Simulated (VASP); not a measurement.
Write the native input for VASP 6.6.1 that does the following.

```yaml
Task: single point
Functional: LDA
Potentials_or_basis: VASP PAW LDA potentials, release 64 (W_sv, C)
Cutoff: 520 eV
k_mesh: 6 × 6 × 1
Occupations: fermi-dirac, width 0.1 eV
Spin: no spin polarisation
Dipole_correction: yes
Further_INCAR_settings: ALGO = Normal; EDIFF = 1e-07; NBANDS = 26
```

The structure of WC lies in POSCAR:

```
WC
1.0
    3.1009234508      0.0000000000      0.0000000000
    1.5504617254      2.6854784836      0.0000000000
    0.0000000000      0.0000000000     11.7978400929
W C
2 2
Direct
    0.0000000000      0.0000000000      0.3390451107
    0.3333333333      0.3333333333      0.5536516298
    0.6666666667      0.6666666667      0.4463483702
    0.0000000000      1.0000000000      0.6609548893
```

These files were run (other wordings do the same):

INCAR

```
SYSTEM = WC
PREC     = Accurate       ! precision mode
ENCUT    = 520            ! plane-wave cutoff, eV
EDIFF    = 1E-7           ! SCF threshold, eV
ISMEAR   = -1             ! smearing method
SIGMA    = 0.1            ! smearing width, eV
LREAL    = .FALSE.        ! projectors in reciprocal space
LASPH    = .TRUE.         ! aspherical terms in the spheres
NELM     = 60             ! most SCF steps
ALGO     = Normal         ! electronic algorithm
ISIF     = 2              ! what is computed and relaxed
LWAVE    = .FALSE.        ! write WAVECAR
LCHARG   = .FALSE.        ! write CHGCAR
LDIPOL   = .TRUE.       
IDIPOL   = 3            
DIPOL    = 0.5 0.5 0.500
GGA      = CA             ! functional
NBANDS   = 26             ! bands
```

KPOINTS

```
Automatic mesh
0
G
  6 6 1
  0 0 0
```

Potentials or basis: VASP PAW LDA potentials, release 64 (W_sv, C).

Command:

```console
$ cat potpaw_LDA.64/W_sv/POTCAR potpaw_LDA.64/C/POTCAR > POTCAR
$ mpirun -np 1 vasp_std > vasp.out
```

Results of the run:

| Item | Value |
| --- | --- |
| Largest force | 3.721 eV/Å |
| Band gap on the k mesh | zero (band 18 reaches 1.53 eV, above the bottom of band 19 at 1.13 eV) |

Caveat: the k points lie up to 0.39 Å⁻¹ apart; spin-orbit coupling is left out, which moves the levels of the heavy elements.

It took 23 s on 1 thread of Intel Xeon 6975P-C, on a shared host, peak memory 0.18 GiB.
